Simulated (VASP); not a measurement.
# ZnPb2 (P6/mmm) in VASP: relaxation of cell and atoms with PBE

Aim: the relaxation of cell and atoms of ZnPb2 with PBE.

All numbers are computed with VASP 6.6.1; they aren't measurements. Logs are shortened: lines on timing, memory, paths and dates and some standing lists are left out, and cuts for length are marked.

### Step 1. The cell of the first run

The structure is hexagonal, space group P6/mmm (No. 191). The conventional cell has a = 5.444 Å, b = 5.444 Å, c = 3.310 Å, α = 90.00°, β = 90.00°, γ = 120.00°. Zn (site symmetry 6/mmm) has 2 Zn at 3.31 Å and 12 Pb at 3.55 Å within 4.4 Å. Within 4.1 Å of Pb (site symmetry -6m2) lie 5 Pb at 3.14 to 3.31 Å and 6 Zn at 3.55 Å.

### Step 2. Relaxation of cell and atoms, PBE

INCAR

```
SYSTEM = ZnPb2
PREC     = Accurate       ! precision mode
ENCUT    = 600            ! plane-wave cutoff, eV
EDIFF    = 1E-6           ! SCF threshold, eV
ISMEAR   = 0              ! smearing method
SIGMA    = 0.1            ! smearing width, eV
LREAL    = .False.        ! projectors in reciprocal space
LASPH    = .True.         ! aspherical terms in the spheres
NELM     = 100            ! most SCF steps
ALGO     = Fast           ! electronic algorithm
ISIF     = 3              ! what is computed and relaxed
LWAVE    = .False.        ! write WAVECAR
LCHARG   = .False.        ! write CHGCAR
GGA      = PE             ! functional
IBRION   = 2              ! ionic algorithm
NSW      = 100            ! ionic steps
EDIFFG   = -0.01          ! ionic threshold
```

KPOINTS

```
Automatic mesh
0
Gamma
  12 12 14
  0 0 0
```

POSCAR

```
ZnPb2
1.0
    5.4441878687      0.0000000000      0.0000000000
   -2.7220939344      4.7148049973      0.0000000000
    0.0000000000      0.0000000000      3.3102133811
Zn Pb
1 2
Direct
    0.0000000000      0.0000000000      0.0000000000
    0.3333333333      0.6666666667      0.5000000000
    0.6666666667      0.3333333333      0.5000000000
```

Potentials or basis: VASP PAW PBE potentials, release 64 (Zn, Pb_d).

On the command line:

```
$ cat potpaw_PBE.64/Zn/POTCAR potpaw_PBE.64/Pb_d/POTCAR > POTCAR
$ mpirun -np 1 vasp_std > vasp.out
```

OUTCAR:

```text
SYSTEM = ZnPb2
   PREC = Accurate
   ENCUT = 600
   EDIFF = 1E-6
   ISMEAR = 0
   LREAL = .False.
   LASPH = .True.
   NELM = 100
   ISIF = 3
   GGA = PE
   IBRION = 2
   NSW = 100
   EDIFFG = -0.01

 ion  position               nearest neighbor table
   1  0.000  0.000  0.000-   2 3.55   3 3.55   2 3.55   3 3.55   3 3.55   3 3.55   2 3.55   2 3.55
                             3 3.55   3 3.55   2 3.55   2 3.55
   2  0.333  0.667  0.500-   3 3.14   3 3.14   3 3.14   1 3.55   1 3.55   1 3.55   1 3.55   1 3.55
                             1 3.55
   3  0.667  0.333  0.500-   2 3.14   2 3.14   2 3.14   1 3.55   1 3.55   1 3.55   1 3.55   1 3.55
                             1 3.55

  LATTYP: Found a hexagonal cell.
 ALAT       =     5.4441878687
 C/A-ratio  =     0.6080270301

  Lattice vectors:

 A1 = (   5.4441878687,   0.0000000000,   0.0000000000)
 A2 = (  -2.7220939344,   4.7148049973,   0.0000000000)
 A3 = (   0.0000000000,   0.0000000000,   3.3102133811)

Analysis of symmetry for initial positions (statically):
=====================================================================
 Subroutine PRICEL returns:
 Original cell was already a primitive cell.

 Routine SETGRP: Setting up the symmetry group for a
 hexagonal supercell.

 Subroutine GETGRP returns: Found 24 space group operations
 (whereof 24 operations were pure point group operations)
 out of a pool of 24 trial point group operations.

The static configuration has the point symmetry D_6h.

Analysis of symmetry for dynamics (positions and initial velocities):
=====================================================================
 Subroutine PRICEL returns:
 Original cell was already a primitive cell.

 Routine SETGRP: Setting up the symmetry group for a
 hexagonal supercell.

 Subroutine GETGRP returns: Found 24 space group operations
 (whereof 24 operations were pure point group operations)
 out of a pool of 24 trial point group operations.

The dynamic configuration has the point symmetry D_6h.

 Subroutine INISYM returns: Found 24 space group operations
 (whereof 24 operations are pure point group operations),
 and found     1 'primitive' translations

----------------------------------------------------------------------------------------

                                     Primitive cell

  volume of cell :      84.9675

  direct lattice vectors                    reciprocal lattice vectors
     5.444187869  0.000000000  0.000000000     0.183682126  0.106048925  0.000000000
    -2.722093934  4.714804997  0.000000000     0.000000000  0.212097849  0.000000000
     0.000000000  0.000000000  3.310213381     0.000000000  0.000000000  0.302095329

  length of vectors
     5.444187869  5.444187869  3.310213381     0.212097849  0.212097849  0.302095329

  position of ions in fractional coordinates (direct lattice)
     0.000000000  0.000000000  0.000000000
     0.333333333  0.666666667  0.500000000
     0.666666667  0.333333333  0.500000000

  ion indices of the primitive-cell ions
   primitive index   ion index
                 1           1
                 2           2
                 3           3

----------------------------------------------------------------------------------------

 KPOINTS: Automatic mesh

Automatic generation of k-mesh.
 Grid dimensions read from file:
 generate k-points for:   12   12   14

 Generating k-lattice:

  Cartesian coordinates                     Fractional coordinates (reciprocal lattice)
     0.015306844  0.008837410  0.000000000     0.083333333  0.000000000  0.000000000
     0.000000000  0.017674821  0.000000000     0.000000000  0.083333333  0.000000000
     0.000000000  0.000000000  0.021578238     0.000000000  0.000000000  0.071428571

  Length of vectors
     0.017674821  0.017674821  0.021578238

  Shift w.r.t. Gamma in fractional coordinates (k-lattice)
     0.000000000  0.000000000  0.000000000

 Subroutine IBZKPT returns following result:
 ===========================================

 Found    152 irreducible k-points:

 Following reciprocal coordinates:
            Coordinates               Weight
  0.000000  0.000000  0.000000      1.000000
  0.083333  0.000000  0.000000      6.000000
  0.166667  0.000000  0.000000      6.000000
  0.250000  0.000000  0.000000      6.000000
  0.333333  0.000000  0.000000      6.000000
  0.416667  0.000000  0.000000      6.000000
[... 16 lines left out ...]
  0.250000  0.000000  0.071429     12.000000
  0.333333  0.000000  0.071429     12.000000
 [... further k-points ...]
   k-points           NKPTS =    152   k-points in BZ     NKDIM =    152   number of bands    NBANDS=     24
   number of dos      NEDOS =    301   number of ions     NIONS =      3
   total plane-waves  NPLWV =  64512
   dimension x,y,z NGX =    48 NGY =   48 NGZ =   28
   dimension x,y,z NGXF=    96 NGYF=   96 NGZF=   56
   ions per type =               1   2
   NGX,Y,Z   is equivalent  to a cutoff of  14.66, 14.66, 14.06 a.u.
   NGXF,Y,Z  is equivalent  to a cutoff of  29.31, 29.31, 28.12 a.u.
 SYSTEM =  ZnPb2
   PREC   = accura    normal or accurate (medium, high low for compatibility)
   ISTART =      0    job   : 0-new  1-cont  2-samecut
   ICHARG =      2    charge: 1-file 2-atom 10-const
   ISPIN  =      1    spin polarized calculation?
   LNONCOLLINEAR =      F non collinear calculations
   LSORBIT =      F    spin-orbit coupling
   LASPH  =      T    aspherical Exc in radial PAW
   ENCUT  =  600.0 eV  44.10 Ry    6.64 a.u.  10.87 10.87  6.61*2*pi/ulx,y,z
   NELM   =    100;   NELMIN=  2; NELMDL= -5     # of ELM steps
   EDIFF  = 0.1E-05   stopping-criterion for ELM
   LREAL  =      F    real-space projection
   EDIFFG = -.1E-01   stopping-criterion for IOM
   NSW    =    100    number of steps for IOM
   IBRION =      2    ionic relax: 0-MD 1-quasi-New 2-CG
   NFREE  =      1    steps in history (QN), initial steepest desc. (CG)
   ISIF   =      3    stress and relaxation
   ISYM   =      2    0-nonsym 1-usesym 2-fastsym
   POTIM  = 0.5000    time-step for ionic-motion
   TEBEG  =    0.0;   TEEND  =   0.0 temperature during run
   PSTRESS=    0.0 pullay stress
   NELECT =      40.0000    total number of electrons
   NUPDOWN=      -1.0000    fix difference up-down
   EMIN   =  10.00;   EMAX   =-10.00  energy-range for DOS
   EFERMI =   0.00;   METHOD = LEGACY
   ISMEAR =     0;   SIGMA  =   0.10  broadening in eV -4-tet -1-fermi 0-gaus
   EFERMI_NEDOS =   21; number of points for ismear=-14 and -15
   IALGO  =     68    algorithm
   IMIX   =      4    mixing-type and parameters
     AMIX     =   0.40;   BMIX     =  1.00
     AMIX_MAG =   1.60;   BMIX_MAG =  1.00
  volume/ion in A,a.u.               =      28.32       191.13
  Fermi-wavevector in a.u.,A,eV,Ry     =   1.273534  2.406630 22.067138  1.621889
  Thomas-Fermi vector in A             =   2.406352
   LORBIT       =      0    0 simple, 1 ext, 2 COOP (PROOUT), +10 PAW based schemes
   GGA     = PE    functional components
   LHFCALC =     F    Hartree Fock is set to
   AEXX    =    0.0000 exact exchange contribution
   IVDW    =     0    specifies the selected vdW correction
   LEPSILON=     F    determine dielectric tensor
   LRPA    =     F    only Hartree local field effects (RPA)
 conjugate gradient relaxation of ions
 non-spin polarized calculation
 RMM-DIIS sequential band-by-band and
 Gauss-broadening in eV      SIGMA  =   0.10
  energy-cutoff  :      600.00
  volume of cell :       84.97
 maximum number of plane-waves:      2856
 NGX is ok and might be reduce to    48
   NGX = 21   NGY = 21   NGZ = 13

--------------------------------------- Ionic step        1  -------------------------------------------

 number of electron      40.0000012 magnetization

 Free energy of the ion-electron system (eV)
  ---------------------------------------------------
  ext. energy  EPLUGINS =         0.00000000
  ---------------------------------------------------
  free energy    TOTEN  =        -7.47042751 eV

  energy without entropy =       -7.46297364  energy(sigma->0) =       -7.46670057

------------------------ aborting loop because EDIFF is reached ----------------------------------------

  FORCE on cell =-STRESS in cart. coord.  units (eV):
  Direction    XX          YY          ZZ          XY          YZ          ZX
  --------------------------------------------------------------------------------------
  -------------------------------------------------------------------------------------
  Total        0.4661452      0.4661452     -0.3523843     -0.0000000      0.0000000      0.0000000
  in kB        8.7897999      8.7897999     -6.6446845     -0.0000000      0.0000000      0.0000000
  external PRESSURE =       3.6449717 kB  Pullay stress =       0.0000000 kB
[... 96 lines left out ...]
  energy  without entropy=       -7.4693270284  energy(sigma->0) =       -7.47280974

--------------------------------------- Ionic step        4  -------------------------------------------

 number of electron      40.0000018 magnetization

 E-fermi :   5.0863     XC(G=0):  -9.8573

 val. band max:        5.0827077117   @ k =   0.0833   0.0000   0.0714
 cond. band min:       5.1140414847   @ k =   0.3333   0.3333   0.3571
 fundamental gap:      0.0313337731
 Fermi energy:         5.0863125906

 k-point     1 :       0.0000    0.0000    0.0000
  band No.  band energies     occupation
      1     -12.1065      2.00000
      2     -11.9026      2.00000
      3     -11.8719      2.00000
      4     -11.8719      2.00000
      5     -11.7302      2.00000
      6     -11.7302      2.00000
[... 673 lines left out ...]
  energy  without entropy=       -7.4693251356  energy(sigma->0) =       -7.47281359

--------------------------------------- Ionic step        5  -------------------------------------------

 number of electron      40.0000017 magnetization

 Free energy of the ion-electron system (eV)
  ---------------------------------------------------
  ext. energy  EPLUGINS =         0.00000000
  ---------------------------------------------------
  free energy    TOTEN  =        -7.47671433 eV

  energy without entropy =       -7.46996623  energy(sigma->0) =       -7.47334028

 E-fermi :   5.1297     XC(G=0):  -9.8798

 val. band max:        5.1254641164   @ k =   0.1667   0.0833   0.4286
 cond. band min:       5.1595773800   @ k =   0.3333   0.3333   0.0000
 fundamental gap:      0.0341132636
 Fermi energy:         5.1296599185

 k-point     1 :       0.0000    0.0000    0.0000
  band No.  band energies     occupation
      1     -12.0713      2.00000
      2     -11.8676      2.00000
      3     -11.8307      2.00000
      4     -11.8307      2.00000
      5     -11.6850      2.00000
      6     -11.6850      2.00000
[... 669 lines left out ...]
  FREE ENERGIE OF THE ION-ELECTRON SYSTEM (eV)
  ---------------------------------------------------
  free  energy   TOTEN  =        -7.4767143260 eV

  energy  without entropy=       -7.4699662290  energy(sigma->0) =       -7.47334028

 reached required accuracy - stopping structural energy minimisation
```

Run time: 32 min. Hardware: 1 thread of Intel Xeon 8259CL, shared host; peak memory 0.52 GiB.

What came out:

```yaml
Free_energy: -7.4767 eV
Relaxed_volume: 28.53 Å³/atom
Relaxed_cell: a = 5.495 Å, b = 5.495 Å, c = 3.273 Å, α = 90.00°, β = 90.00°, γ = 120.00°
Space_group_after_relaxing_to_0.1_Å: P6/mmm (No. 191)
Energy_gained_by_relaxing: 2.1 meV/atom
Ionic_steps: 5
Pressure_after_relaxing: 0.0 GPa
Band_gap_on_the_k_mesh: zero (bands 20 and 21 overlap by 3.69 eV)
```

Step by step:
```tsv
step	energy change (eV)	largest force (eV/Å)	pressure (GPa)	volume (Å³)
1	0.0000	0.0000	0.36	84.97
2	-0.0055	0.0000	-0.05	85.76
3	-0.0059	0.0000	-0.22	86.05
4	-0.0059	0.0000	-0.21	86.01
5	-0.0063	0.0000	-0.04	85.60
```

Final structure:
```
CELL_PARAMETERS angstrom
5.49503 0.00000 0.00000
-2.74752 4.75884 0.00000
0.00000 0.00000 3.27341
ATOMIC_POSITIONS crystal
Zn 0.00000 0.00000 0.00000
Pb 0.33333 0.66667 0.50000
Pb 0.66667 0.33333 0.50000
```

Caveat: spin-orbit coupling is left out, which moves the levels of the heavy elements.

The gap in the log of VASP goes by the Fermi energy; the results here count the filled bands.